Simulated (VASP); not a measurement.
# GdN (Fm-3m) in VASP: single point with r2SCAN

Aim: the single point of GdN with r2SCAN.

All numbers are computed with VASP 6.6.1; they aren't measurements. Logs are shortened: lines on timing, memory, paths and dates and some standing lists are left out, and cuts for length are marked.

**1. The cell of the first run**

It takes space group Fm-3m (No. 225, cubic). The conventional cell has a = 5.039 Å, b = 5.039 Å, c = 5.039 Å, α = 90.00°, β = 90.00°, γ = 90.00°. Within 3.3 Å of Gd (site symmetry m-3m) lie 6 N at 2.52 Å. N (site symmetry m-3m) has 6 Gd at 2.52 Å within 3.3 Å.

**2. Single point, r2SCAN, collinear spin, ferromagnetic start (15.99 Å³/atom)**

Contents of POSCAR:

```
GdN
1.0
    0.0000000000      2.5193013009      2.5193013009
    2.5193013009      0.0000000000      2.5193013009
    2.5193013009      2.5193013009      0.0000000000
Gd N
1 1
Direct
    0.0000000000      0.0000000000      0.0000000000
    0.5000000000      0.5000000000      0.5000000000
```

Contents of INCAR.step1:

```
SYSTEM = GdN
PREC = Accurate ; ENCUT = 520
ISMEAR = 0 ; SIGMA = 0.05
LREAL = .FALSE. ; LASPH = .TRUE.
NELM = 150 ; ISPIN = 2
MAGMOM = 7.63 0 ; LMAXMIX = 6
NBANDS = 22 ; GGA = PE
ALGO = Normal ; EDIFF = 1E-4
LWAVE = .TRUE. ; LCHARG = .FALSE.
```

Contents of INCAR.step2:

```
SYSTEM = GdN
PREC = Accurate ; ENCUT = 520
EDIFF = 1E-7 ; ISMEAR = 0
SIGMA = 0.05 ; LREAL = .FALSE.
LASPH = .TRUE. ; NELM = 150
ALGO = Normal ; ISIF = 2
LWAVE = .FALSE. ; LCHARG = .FALSE.
ISPIN = 2 ; MAGMOM = 7.63 0
LORBIT = 11 ; LMAXMIX = 6
METAGGA = R2SCAN ; LMIXTAU = .TRUE.
NBANDS = 22 ; ISTART = 1
```

Contents of KPOINTS:

```
regular mesh
0
G
  12 12 12
  0 0 0
```

Potentials or basis: VASP PAW PBE potentials, release 64 (Gd, N).

The run is started by

```bash
$ cat potpaw_PBE.64/Gd/POTCAR potpaw_PBE.64/N/POTCAR > POTCAR
$ cp INCAR.step1 INCAR
$ mpirun -np 1 vasp_std > vasp.out
$ cp INCAR.step2 INCAR
$ mpirun -np 1 vasp_std > vasp.out
```

OUTCAR:

```text
SYSTEM = GdN
   PREC = Accurate
   ENCUT = 520
   EDIFF = 1E-7
   ISMEAR = 0
   LREAL = .FALSE.
   LASPH = .TRUE.
   NELM = 150
   ISIF = 2
   ISPIN = 2
   LORBIT = 11
   METAGGA = R2SCAN
   ISTART = 1

 ion  position               nearest neighbor table
   1  0.000  0.000  0.000-   2 2.52   2 2.52   2 2.52   2 2.52   2 2.52   2 2.52
   2  0.500  0.500  0.500-   1 2.52   1 2.52   1 2.52   1 2.52   1 2.52   1 2.52

  LATTYP: Found a face centered cubic cell.
 ALAT       =     5.0386026018

  Lattice vectors:

 A1 = (   0.0000000000,   2.5193013009,   2.5193013009)
 A2 = (   2.5193013009,   0.0000000000,   2.5193013009)
 A3 = (   2.5193013009,   2.5193013009,   0.0000000000)

Analysis of symmetry for initial positions (statically):
=====================================================================
 Subroutine PRICEL returns:
 Original cell was already a primitive cell.

 Routine SETGRP: Setting up the symmetry group for a
 face centered cubic supercell.

 Subroutine GETGRP returns: Found 48 space group operations
 (whereof 48 operations were pure point group operations)
 out of a pool of 48 trial point group operations.

The static configuration has the point symmetry O_h .

Analysis of symmetry for dynamics (positions and initial velocities):
=====================================================================
 Subroutine PRICEL returns:
 Original cell was already a primitive cell.

 Routine SETGRP: Setting up the symmetry group for a
 face centered cubic supercell.

 Subroutine GETGRP returns: Found 48 space group operations
 (whereof 48 operations were pure point group operations)
 out of a pool of 48 trial point group operations.

The dynamic configuration has the point symmetry O_h .

Analysis of structural, dynamic, and magnetic symmetry:
=====================================================================
 Subroutine PRICEL returns:
 Original cell was already a primitive cell.

 Routine SETGRP: Setting up the symmetry group for a
 face centered cubic supercell.

 Subroutine GETGRP returns: Found 48 space group operations
 (whereof 48 operations were pure point group operations)
 out of a pool of 48 trial point group operations.

The overall configuration has the point symmetry O_h .

 Subroutine INISYM returns: Found 48 space group operations
 (whereof 48 operations are pure point group operations),
 and found     1 'primitive' translations

----------------------------------------------------------------------------------------

                                     Primitive cell

  volume of cell :      31.9794

  direct lattice vectors                    reciprocal lattice vectors
     0.000000000  2.519301301  2.519301301    -0.198467726  0.198467726  0.198467726
     2.519301301  0.000000000  2.519301301     0.198467726 -0.198467726  0.198467726
     2.519301301  2.519301301  0.000000000     0.198467726  0.198467726 -0.198467726

  length of vectors
     3.562830067  3.562830067  3.562830067     0.343756185  0.343756185  0.343756185

  position of ions in fractional coordinates (direct lattice)
     0.000000000  0.000000000  0.000000000
     0.500000000  0.500000000  0.500000000

  ion indices of the primitive-cell ions
   primitive index   ion index
                 1           1
                 2           2

----------------------------------------------------------------------------------------

 KPOINTS: regular mesh

Automatic generation of k-mesh.
 Grid dimensions read from file:
 generate k-points for:   12   12   12

 Generating k-lattice:

  Cartesian coordinates                     Fractional coordinates (reciprocal lattice)
    -0.016538977  0.016538977  0.016538977     0.083333333  0.000000000  0.000000000
     0.016538977 -0.016538977  0.016538977     0.000000000  0.083333333  0.000000000
     0.016538977  0.016538977 -0.016538977     0.000000000  0.000000000  0.083333333

  Length of vectors
     0.028646349  0.028646349  0.028646349

  Shift w.r.t. Gamma in fractional coordinates (k-lattice)
     0.000000000  0.000000000  0.000000000

 Subroutine IBZKPT returns following result:
 ===========================================

 Found     72 irreducible k-points:

 Following reciprocal coordinates:
            Coordinates               Weight
  0.000000  0.000000  0.000000      1.000000
  0.083333  0.000000  0.000000      8.000000
  0.166667  0.000000  0.000000      8.000000
  0.250000  0.000000  0.000000      8.000000
  0.333333  0.000000  0.000000      8.000000
  0.416667  0.000000  0.000000      8.000000
[... 16 lines left out ...]
  0.500000  0.166667  0.000000     24.000000
 -0.416667  0.166667  0.000000     24.000000
 [... further k-points ...]
   k-points           NKPTS =     72   k-points in BZ     NKDIM =     72   number of bands    NBANDS=     22
   number of dos      NEDOS =    301   number of ions     NIONS =      2
   total plane-waves  NPLWV =  21952
   dimension x,y,z NGX =    28 NGY =   28 NGZ =   28
   dimension x,y,z NGXF=    56 NGYF=   56 NGZF=   56
   ions per type =               1   1
   NGX,Y,Z   is equivalent  to a cutoff of  13.07, 13.07, 13.07 a.u.
   NGXF,Y,Z  is equivalent  to a cutoff of  26.13, 26.13, 26.13 a.u.
 SYSTEM =  GdN
   PREC   = accura    normal or accurate (medium, high low for compatibility)
   ISTART =      1    job   : 0-new  1-cont  2-samecut
   ICHARG =      0    charge: 1-file 2-atom 10-const
   ISPIN  =      2    spin polarized calculation?
   LNONCOLLINEAR =      F non collinear calculations
   LSORBIT =      F    spin-orbit coupling
   LASPH  =      T    aspherical Exc in radial PAW
   ENCUT  =  520.0 eV  38.22 Ry    6.18 a.u.   6.62  6.62  6.62*2*pi/ulx,y,z
   NELM   =    150;   NELMIN=  2; NELMDL=  0     # of ELM steps
   EDIFF  = 0.1E-06   stopping-criterion for ELM
   LREAL  =      F    real-space projection
   EDIFFG = 0.1E-05   stopping-criterion for IOM
   NSW    =      0    number of steps for IOM
   IBRION =     -1    ionic relax: 0-MD 1-quasi-New 2-CG
   NFREE  =      0    steps in history (QN), initial steepest desc. (CG)
   ISIF   =      2    stress and relaxation
   ISYM   =      2    0-nonsym 1-usesym 2-fastsym
   POTIM  = 0.5000    time-step for ionic-motion
   TEBEG  =    0.0;   TEEND  =   0.0 temperature during run
   PSTRESS=    0.0 pullay stress
   NELECT =      23.0000    total number of electrons
   NUPDOWN=      -1.0000    fix difference up-down
   EMIN   =  10.00;   EMAX   =-10.00  energy-range for DOS
   EFERMI =   0.00;   METHOD = LEGACY
   ISMEAR =     0;   SIGMA  =   0.05  broadening in eV -4-tet -1-fermi 0-gaus
   EFERMI_NEDOS =   21; number of points for ismear=-14 and -15
   IALGO  =     38    algorithm
   IMIX   =      4    mixing-type and parameters
     AMIX     =   0.40;   BMIX     =  1.00
     AMIX_MAG =   1.60;   BMIX_MAG =  1.00
  volume/ion in A,a.u.               =      15.99       107.90
  Fermi-wavevector in a.u.,A,eV,Ry     =   1.466765  2.771785 29.271585  2.151401
  Thomas-Fermi vector in A             =   2.582464
   LORBIT       =     11    0 simple, 1 ext, 2 COOP (PROOUT), +10 PAW based schemes
   METAGGA = R2SCAN    functional components
   LHFCALC =     F    Hartree Fock is set to
   AEXX    =    0.0000 exact exchange contribution
   IVDW    =     0    specifies the selected vdW correction
   LEPSILON=     F    determine dielectric tensor
   LRPA    =     F    only Hartree local field effects (RPA)
 spin polarized calculation
 Gauss-broadening in eV      SIGMA  =   0.05
  energy-cutoff  :      520.00
  volume of cell :       31.98
 maximum number of plane-waves:       883
   NGX = 13   NGY = 13   NGZ = 13

 number of electron      22.9999999 magnetization       7.0000001

 Free energy of the ion-electron system (eV)
  ---------------------------------------------------
  ext. energy  EPLUGINS =         0.00000000
  ---------------------------------------------------
  free energy    TOTEN  =       -53.83541047 eV

  energy without entropy =      -53.83527733  energy(sigma->0) =      -53.83534390

 E-fermi :   3.6433     XC(G=0): -12.0646

 val. band max:        3.6312220367   @ k =   0.0833   0.0833   0.0000
 cond. band min:       3.8221239829   @ k =   0.0000   0.0000   0.0000
 fundamental gap:      0.1909019462
 Fermi energy:         3.6433265882

 spin component 1

 k-point     1 :       0.0000    0.0000    0.0000
  band No.  band energies     occupation
      1     -41.9355      1.00000
      2     -18.2753      1.00000
      3     -18.2752      1.00000
      4     -18.2752      1.00000
      5     -10.0945      1.00000
      6      -0.5527      1.00000
[... 14 lines left out ...]
     21       8.3935      0.00000
     22      14.8550      0.00000
[... 552 lines left out ...]
  band No.  band energies     occupation
      1     -41.8496      1.00000
      2     -19.1751      1.00000
      3     -18.5203      1.00000
      4     -18.3869      1.00000
      5      -8.7660      1.00000
      6      -0.4959      1.00000
[... 14 lines left out ...]
     21      13.9151      0.00000
     22      16.1547      0.00000

 [... further k-points ...]

 spin component 2

 k-point     1 :       0.0000    0.0000    0.0000
  band No.  band energies     occupation
      1     -38.2240      1.00000
      2     -15.6584      1.00000
      3     -15.6584      1.00000
      4     -15.6584      1.00000
      5     -10.1508      1.00000
      6       2.8312      1.00000
[... 14 lines left out ...]
     21       9.5747      0.00000
     22      15.8699      0.00000
[... 552 lines left out ...]
  band No.  band energies     occupation
      1     -38.1033      1.00000
      2     -16.9355      1.00000
      3     -15.9768      1.00000
      4     -15.7949      1.00000
      5      -8.6746      1.00000
      6       0.1506      1.00000
[... 14 lines left out ...]
     21      15.2274      0.00000
     22      17.3287      0.00000

 [... further k-points ...]
[... 5 lines left out ...]
  --------------------------------------------------------------------------------------
  -------------------------------------------------------------------------------------
  Total       -1.1475656     -1.1475656     -1.1475656      0.0000000     -0.0000000      0.0000000
  in kB      -57.4933692    -57.4933692    -57.4933692      0.0000000     -0.0000000      0.0000000
  external PRESSURE =     -57.4933692 kB  Pullay stress =       0.0000000 kB

 VOLUME and BASIS-vectors are now :
 -----------------------------------------------------------------------------
  energy-cutoff  :      520.00
  volume of cell :       31.98
      direct lattice vectors                 reciprocal lattice vectors
     0.000000000  2.519301301  2.519301301    -0.198467726  0.198467726  0.198467726
     2.519301301  0.000000000  2.519301301     0.198467726 -0.198467726  0.198467726
     2.519301301  2.519301301  0.000000000     0.198467726  0.198467726 -0.198467726

 POSITION                                       TOTAL-FORCE (eV/Angst)
 -----------------------------------------------------------------------------------
      0.00000      0.00000      0.00000        -0.000000      0.000000     -0.000000
      2.51930      2.51930      2.51930         0.000000     -0.000000      0.000000
 -----------------------------------------------------------------------------------
    total drift:                                0.000000      0.000000      0.000000

  FREE ENERGIE OF THE ION-ELECTRON SYSTEM (eV)
  ---------------------------------------------------
  free  energy   TOTEN  =       -53.8354104729 eV

  energy  without entropy=      -53.8352773349  energy(sigma->0) =      -53.83534390

 total charge

# of ion       s       p       d       f       tot
--------------------------------------------------
    1        2.036   5.686   0.495   6.984  15.202
    2        1.252   2.401   0.000   0.000   3.652
--------------------------------------------------
tot          3.288   8.087   0.495   6.984  18.854

 magnetization (x)

# of ion       s       p       d       f       tot
--------------------------------------------------
    1       -0.011  -0.132   0.082   6.852   6.791
    2       -0.010  -0.108   0.000   0.000  -0.118
--------------------------------------------------
tot         -0.022  -0.239   0.082   6.852   6.673
```

It took 8.3 min on 1 thread of AMD EPYC 9R45 (Zen 5), shared host; peak memory 0.23 GiB.

What came out:

```
Free energy                                           : -53.8354 eV
Pressure                                              : -5.7 GPa
Band gap on the k mesh                                : zero (filled and empty bands overlap)
Net moment                                            : 7.00 μB per cell
Site moments                                          : Gd +6.79; N -0.12 μB
Valence electrons inside the program's atomic spheres : Gd 15.20; N 3.65
```

Caveat: the cell stands under tension; the PAW data sets were made with another functional, which shifts forces and pressure a little; spin-orbit coupling is left out, which moves the levels of the heavy elements; a cell with one magnetic atom can't hold antiferromagnetic order, which such compounds often take; semilocal functionals describe open f shells poorly, which spoils levels, moments and volumes. The state reached can hang on the start; a lower one may exist.

The gap in the log of VASP goes by the Fermi energy; the results here count the filled bands.